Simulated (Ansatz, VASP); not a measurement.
## Pt: VASP beside Ansatz

The input INCAR:

```
PREC     = Accurate       # precision mode
ENCUT    = 520            # plane-wave cutoff, eV
EDIFF    = 1E-6           # SCF threshold, eV
ISMEAR   = -1             # smearing method
SIGMA    = 0.1            # smearing width, eV
LREAL    = F              # projectors in reciprocal space
LASPH    = T              # aspherical terms in the spheres
NELM     = 60             # most SCF steps
ALGO     = Normal         # electronic algorithm
ISIF     = 2              # what is computed and relaxed
LWAVE    = F              # write WAVECAR
LCHARG   = F              # write CHGCAR
GGA      = PE             # functional
NBANDS   = 17             # bands
```

KPOINTS

```
Automatic mesh
0
Gamma
  11 11 11
```

POSCAR

```
Pt
1.0
    0.0000000000      2.9279121059      2.9279121059
    2.9279121059      0.0000000000      2.9279121059
    2.9279121059      2.9279121059      0.0000000000
Pt
2
Direct
    0.1250000000      0.1250000000      0.1250000000
    0.8750000000      0.8750000000      0.8750000000
```

Input for Ansatz:

```yaml
crystal:
  lattice:
    - [0.0, 2.9279121059, 2.9279121059]
    - [2.9279121059, 0.0, 2.9279121059]
    - [2.9279121059, 2.9279121059, 0.0]
  atoms:
    - { symbol: Pt, position: [0.125, 0.125, 0.125] }
    - { symbol: Pt, position: [0.875, 0.875, 0.875] }
hamiltonian:
  xc: pbe
  pseudopotentials:
    kind: paw
    azcp:
      Pt: "pseudopotentials/Pt.paw.azcp"
basis:
  ecutwfc: 420
  fft_grid_basis: typed
kpoints:
  mp_grid: { grid: [11, 11, 11], shift: [0, 0, 0] }
magnetization:
  spin_polarized: false
scf:
  occupations: { method: fermi_dirac, width: 0.1 }
  lower_state_search: "off"
output:
  stress: true
  write_density: true
  write_potential: true
  elf: true
  volumetric_format: npy
```

Alike in both runs: task single point; functional PBE; k mesh 11 × 11 × 11; occupations fermi-dirac, width 0.1 eV; no spin polarisation.

|  | VASP | Ansatz |
| --- | --- | --- |
| version | VASP 6.6.1 | Ansatz 0.2.0 |
| potentials or method | VASP PAW PBE potentials, release 64 (Pt), cutoff 520 eV | plane waves (420 eV) with PAW, scalar-relativistic |
| valence electrons in the cell | 20 | 36 |

|  | VASP | Ansatz | Ansatz less VASP |
| --- | --- | --- | --- |
| pressure (GPa) | -4.3 | -4.0 | +0.32 |

VASP's potentials hold 20 valence electrons a cell and Ansatz's 36, so a difference there can come from the potentials and not from the codes.

Neither program's run includes spin-orbit coupling.
